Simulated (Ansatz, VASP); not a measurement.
## Two plane-wave programs on Co

The input INCAR:

```
SYSTEM = Co
ALGO     = Fast           ! electronic algorithm
EDIFF    = 1E-6           ! SCF threshold, eV
ENCUT    = 520            ! plane-wave cutoff, eV
GGA      = PS             ! functional
ISIF     = 2              ! what is computed and relaxed
ISMEAR   = 0              ! smearing method
ISPIN    = 2              ! spin polarisation
LASPH    = .TRUE.         ! aspherical terms in the spheres
LCHARG   = .FALSE.        ! write CHGCAR
LMAXMIX  = 4              ! l up to which the mixer works
LORBIT   = 11             ! projections on sites
LREAL    = .FALSE.        ! projectors in reciprocal space
LWAVE    = .FALSE.        ! write WAVECAR
MAGMOM   = 1.91 1.91      ! initial moments
NBANDS   = 20             ! bands
NELM     = 150            ! most SCF steps
PREC     = Accurate       ! precision mode
SIGMA    = 0.15           ! smearing width, eV
```

The input KPOINTS:

```
k-points
0
G
  24 24 12
  0 0 0
```

The input POSCAR:

```
Co
1.0
    2.4127439276      0.0000000000      0.0000000000
   -1.2063719638      2.0894975341      0.0000000000
    0.0000000000      0.0000000000      4.1242388460
Co
2
Direct
    0.6666666667      0.3333333333      0.2598610000
    0.3333333333      0.6666666667      0.7401390000
```

Input for Ansatz:

```yaml
crystal:
  lattice:
    - [2.4127439276, 0.0, 0.0]
    - [-1.2063719638, 2.0894975341, 0.0]
    - [0.0, 0.0, 4.124238846]
  atoms:
    - { symbol: Co, position: [0.6666666667, 0.3333333333, 0.259861], spin: 1.91 }
    - { symbol: Co, position: [0.3333333333, 0.6666666667, 0.740139], spin: 1.91 }
basis:
  ecutwfc: 420
kpoints:
  mp_grid: { grid: [24, 24, 12] }
hamiltonian:
  xc: pbesol
scf:
  occupations: { method: gaussian, width: 0.15 }
output:
  forces: true
  stress: true
  eigenvalues: true
  populations: true
magnetization:
  spin_polarized: true
```

Change from the starting cell: strain -0.030 along x and y, +0.015 along z, atoms carried along.

Alike in both runs: task single point; functional PBEsol; k mesh 24 × 24 × 12; occupations gaussian, width 0.15 eV; collinear spin.

```csv
,VASP,Ansatz
version,VASP 6.6.1,Ansatz 0.2.0
potentials or method,"VASP PAW PBE potentials, release 64 (Co), cutoff 520 eV","scalar-relativistic, plane waves, PAW"
valence electrons in the cell,18,34
```

Ansatz gave:

```
gap on the k mesh at the Fermi level (eV)                     : none
pressure (GPa)                                                : 1.4
traceless stress, the component that is largest in VASP (GPa) : -11.79
rms of the force components (eV/Å)                            : 0.275
net moment per atom (μB)                                      : 1.59
size of the moment on the site where the two differ most (μB) : 1.65
```

Question: Which values does VASP return?

Answer: gap on the k mesh at the Fermi level (eV): none; pressure (GPa): 0.5; traceless stress, the component that is largest in VASP (GPa): -11.49; rms of the force components (eV/Å): 0.267; net moment per atom (μB): 1.59; size of the moment on the site where the two differ most (μB): 1.59.

VASP's potentials were made for PBE, not for PBEsol. Site moments also hang on the region over which each program counts them. Atom by atom the forces differ by 0.008 eV/Å (rms over components). A gap of «none» marks a metal or a gap that the smearing closes. VASP's potentials hold 18 valence electrons a cell and Ansatz's 34, so a difference there can come from the potentials and not from the codes.
